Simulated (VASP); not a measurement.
# SiC5 (P-62m) in VASP: notebook, part 2 of 2

VASP 6.6.1. Earlier steps stand in the parts before.

**4. Relaxation of cell and atoms, PBE**

This run uses another cell than the first one, of 13.80 Å³/atom.

File INCAR:

```
SYSTEM = SiC5
ALGO = Normal ; EDIFF = 1E-7
EDIFFG = -0.01 ; ENCUT = 600
GGA = PE ; IBRION = 2
ISIF = 3 ; ISMEAR = 0
LASPH = .True. ; LCHARG = .False.
LREAL = .False. ; LWAVE = .False.
NELM = 60 ; NSW = 100
PREC = Accurate ; SIGMA = 0.1
```

File KPOINTS:

```
k-points
0
Gamma
  12 12 6
  0 0 0
```

File POSCAR:

```
SiC5
1.0
    3.5850644920      0.0000000000      0.0000000000
   -1.7925322460      3.1047569242      0.0000000000
    0.0000000000      0.0000000000      7.4364509378
Si C
1 5
Direct
    0.0000000000      0.0000000000      0.5000000000
    0.3333333333      0.6666666667      0.5000000000
    0.0000000000      0.7746795231      0.0000000000
    0.7746795231      0.0000000000      0.0000000000
    0.2253204769      0.2253204769      0.0000000000
    0.6666666667      0.3333333333      0.5000000000
```

The run is started by

```bash
$ cat potpaw_PBE.64/Si/POTCAR potpaw_PBE.64/C/POTCAR > POTCAR
$ mpirun -np 1 vasp_std > vasp.out
```

Run time: 27 min. Hardware: 1 thread of AMD EPYC 9R14 (Zen 4), shared host; peak memory 0.25 GiB.

The run converged. Its results:

```
Free energy                           : -33.6083 eV
Relaxed volume                        : 15.07 Å³/atom
Relaxed cell                          : a = 3.595 Å, b = 3.595 Å, c = 8.079 Å, α = 90.00°, β = 90.00°, γ = 120.00°
Space group after relaxing (to 0.1 Å) : P-62m (No. 189)
Energy gained by relaxing             : 1.0 meV/atom
Ionic steps                           : 21
Pressure after relaxing               : 0.0 GPa
Largest force after relaxing          : 0.003 eV/Å
Band gap on the k mesh                : zero (bands 12 and 13 overlap by 1.46 eV)
```

Forces on the atoms (eV/Å):
```
Si   0.000  0.000  0.000
C    0.000  0.000  0.000
C    0.002 -0.003  0.000
C   -0.003  0.000  0.000
C    0.002  0.003  0.000
C    0.000  0.000  0.000
```

The path:
```
step  energy change (eV)  largest force (eV/Å)  pressure (GPa)  volume (Å³)
   1              0.0000                0.4025            0.99        82.77
   2              0.0446                1.5177           -2.95        83.80
   3             -0.0032                0.0205            0.14        82.98
   4             -0.0032                0.0122            0.15        82.97
   5             -0.0033                0.0012            0.08        83.10
   6             -0.0033                0.0102            0.01        83.24
   7             -0.0034                0.0026           -0.02        83.35
   8             -0.0036                0.0407           -0.11        83.66
   9             -0.0039                0.1167           -0.27        84.30
  10             -0.0039                0.1159           -0.27        84.31
  11             -0.0039                0.1135           -0.27        84.33
  12             -0.0040                0.1085           -0.26        84.39
  13             -0.0041                0.0987           -0.24        84.50
  14             -0.0044                0.0788           -0.20        84.72
  15             -0.0048                0.0390           -0.12        85.16
  16             -0.0053                0.0416            0.03        86.03
  17             -0.0052                0.2064            0.33        87.78
  18             -0.0054                0.1175            0.17        86.84
  19             -0.0056                0.1061            0.15        87.20
  20             -0.0059                0.0711            0.09        88.27
  21             -0.0061                0.0033           -0.01        90.40
```

Final structure:
```
Si C
1.0
     3.59455    0.00000    0.00000
    -1.79727    3.11297    0.00000
     0.00000    0.00000    8.07883
Si C
1 5
Direct
  0.00000 0.00000 0.50000
  0.33333 0.66667 0.50000
  0.00000 0.77410 0.00000
  0.77410 0.00000 0.00000
  0.22590 0.22590 0.00000
  0.66667 0.33333 0.50000
```

Levels at points of the mesh, in eV from the Fermi level:
| k point | band 10 | band 11 | band 12 | band 13 | band 14 | band 15 |
| --- | --- | --- | --- | --- | --- | --- |
| (0.00, 0.00, 0.00) | -4.26 | -2.33 | -2.33 | -0.86 | -0.86 | 0.64 |
| (0.50, 0.00, 0.00) | -2.19 | -1.22 | 0.41 | 0.90 | 1.37 | 2.89 |
| (0.00, 0.00, 0.50) | -4.26 | -2.33 | -2.33 | -0.86 | -0.86 | 0.73 |
| (0.50, 0.00, 0.50) | -2.15 | -1.27 | 0.42 | 0.91 | 1.23 | 2.85 |

**5. Relaxation of cell and atoms, PBE**

File INCAR:

```
SYSTEM = SiC5
PREC = Accurate
ENCUT = 600
EDIFF = 1E-6
ISMEAR = 0
SIGMA = 0.1
LREAL = .FALSE.
LASPH = .TRUE.
NELM = 80
ALGO = Normal
ISIF = 3
LWAVE = .FALSE.
LCHARG = .FALSE.
GGA = PE
IBRION = 2
NSW = 100
EDIFFG = -0.01
```

File KPOINTS:

```
regular mesh
0
G
  12 12 6
  0 0 0
```

File POSCAR:

```
SiC5
1.0
    3.5961499694      0.0000000000      0.0000000000
   -1.7980749847      3.1143572293      0.0000000000
    0.0000000000      0.0000000000      8.1945748510
Si C
1 5
Direct
    0.0000000000      0.0000000000      0.5000000000
    0.3333333333      0.6666666667      0.5000000000
    0.0000000000      0.7747883877      0.0000000000
    0.7747883877      0.0000000000      0.0000000000
    0.2252116123      0.2252116123      0.0000000000
    0.6666666667      0.3333333333      0.5000000000
```

The run is started by

```bash
$ cat potpaw_PBE.64/Si/POTCAR potpaw_PBE.64/C/POTCAR > POTCAR
$ mpirun -np 1 vasp_std > vasp.out
```

Wall time 5.8 min (1 thread of AMD EPYC 9R14 (Zen 4), shared host); peak memory 0.28 GiB.

Results (log left out):

```
Free energy                           : -33.6141 eV
Relaxed volume                        : 15.28 Å³/atom
Relaxed cell                          : a = 3.595 Å, b = 3.595 Å, c = 8.191 Å, α = 90.00°, β = 90.00°, γ = 120.00°
Space group after relaxing (to 0.1 Å) : P-62m (No. 189)
Energy gained by relaxing             : 0.1 meV/atom
Ionic steps                           : 4
Pressure after relaxing               : -0.1 GPa
Band gap on the k mesh                : zero (bands 12 and 13 overlap by 1.46 eV)
```

The path:
```csv
step,energy change (eV),largest force (eV/Å),pressure (GPa),volume (Å³)
1,0.0000,0.1802,0.13,91.78
2,0.0067,0.6188,-1.14,91.94
3,-0.0005,0.0080,-0.15,91.81
4,-0.0006,0.0008,-0.05,91.66
```

Final structure:
```
Si C
1.0
     3.59451    0.00000    0.00000
    -1.79725    3.11294    0.00000
     0.00000    0.00000    8.19133
Si C
1 5
Direct
  0.00000 0.00000 0.50000
  0.33333 0.66667 0.50000
  0.00000 0.77411 0.00000
  0.77411 0.00000 0.00000
  0.22589 0.22589 0.00000
  0.66667 0.33333 0.50000
```

Levels at points of the mesh, in eV from the Fermi level:
```tsv
k point	band 8	band 9	band 10	band 11	band 12	band 13	band 14	band 15	band 16
(0.00, 0.00, 0.00)	-4.38	-4.38	-4.26	-2.33	-2.33	-0.86	-0.86	0.64	2.78
(0.50, 0.00, 0.00)	-4.89	-3.94	-2.18	-1.22	0.41	0.90	1.36	2.88	3.49
(0.00, 0.00, 0.50)	-4.38	-4.38	-4.26	-2.33	-2.33	-0.86	-0.86	0.72	2.78
(0.50, 0.00, 0.50)	-4.80	-3.94	-2.15	-1.28	0.42	0.91	1.24	2.85	3.49
```

**6. The runs side by side**

```csv
task,spin,cell,k mesh,cutoff (eV),gap on the mesh (eV),pressure (GPa),relaxed volume (Å³/atom),largest force (eV/Å)
single point,off,"a = 3.596, b = 3.596, c = 8.195 Å, angles 90.0, 90.0, 120.0°, 6 atoms",12 × 12 × 6,520,none,0.2,-,0.18
single point,collinear,"a = 3.585, b = 3.585, c = 7.436 Å, angles 90.0, 90.0, 120.0°, 6 atoms",6 × 6 × 4,520,none,0.3,-,0.14
relaxation of cell and atoms,off,"relaxed from a = 3.585, b = 3.585, c = 7.436 Å, angles 90.0, 90.0, 120.0°, 6 atoms",12 × 12 × 6,600,none,0.0,15.07,-
relaxation of cell and atoms,off,"relaxed from a = 3.596, b = 3.596, c = 8.195 Å, angles 90.0, 90.0, 120.0°, 6 atoms",12 × 12 × 6,600,none,-0.1,15.28,-
```

Alike in all rows: level PBE; potentials or basis VASP PAW PBE potentials, release 64 (Si, C); smearing gaussian 0.1 eV.

Total energies depend on the potentials used, so only differences within one code and one set of settings carry meaning.
